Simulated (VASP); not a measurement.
## Ta: single point with PBE

Crystal: Ta.

```xyz
1
Lattice="-1.6207 1.6546 1.6292 1.6978 -1.6262 1.6778 1.6224 1.6279 -1.6008" Properties=species:S:1:pos:R:3 pbc="T T T"
Ta   -0.0498    0.0348   -0.0299
```

```
Program             : VASP 6.6.1
Task                : single point
Functional          : PBE
Potentials or basis : VASP PAW PBE potentials, release 64 (Ta_pv)
Cutoff              : 520 eV
k mesh              : 8 × 8 × 8
Occupations         : gaussian, width 0.1 eV
Spin                : no spin polarisation
```

The pressure is 1.8 GPa.

Stress tensor (GPa, compression positive):
```
 1.37 -0.18 -4.35
-0.18  2.47 -1.53
-4.35 -1.53  1.53
```

Levels at points of the mesh, in eV from the Fermi level:
```
           k point  band 3  band 4  band 5  band 6  band 7  band 8  band 9  band 10
(0.00, 0.00, 0.00)  -32.98   -7.93    0.36    0.60    1.16    4.00    4.12    14.49
(0.50, 0.00, 0.00)  -33.04   -4.40   -1.66    1.48    4.11    5.09    7.64    11.61
(0.00, 0.50, 0.00)  -33.00   -4.45   -1.58    1.18    4.11    5.23    7.48    11.12
(0.50, 0.50, 0.00)  -33.04   -4.39   -1.59    1.59    3.93    4.93    7.78    11.76
(0.00, 0.00, 0.50)  -33.06   -4.38   -1.57    1.58    3.91    4.92    7.69    11.86
(0.50, 0.00, 0.50)  -33.11   -4.35   -1.37    1.89    3.49    4.47    8.10    11.62
(0.00, 0.50, 0.50)  -33.08   -4.37   -1.59    1.75    3.88    4.82    7.87    11.73
(0.50, 0.50, 0.50)  -33.81   -3.83   -3.81    6.29    6.84    7.36    8.31     8.75
```

It took 68 s on 1 thread of AMD EPYC 7R43 64-Core Processor (Zen 3) (shared host), peak memory 0.15 GiB.

Caveat: spin-orbit coupling is left out, which moves the levels of the heavy elements.
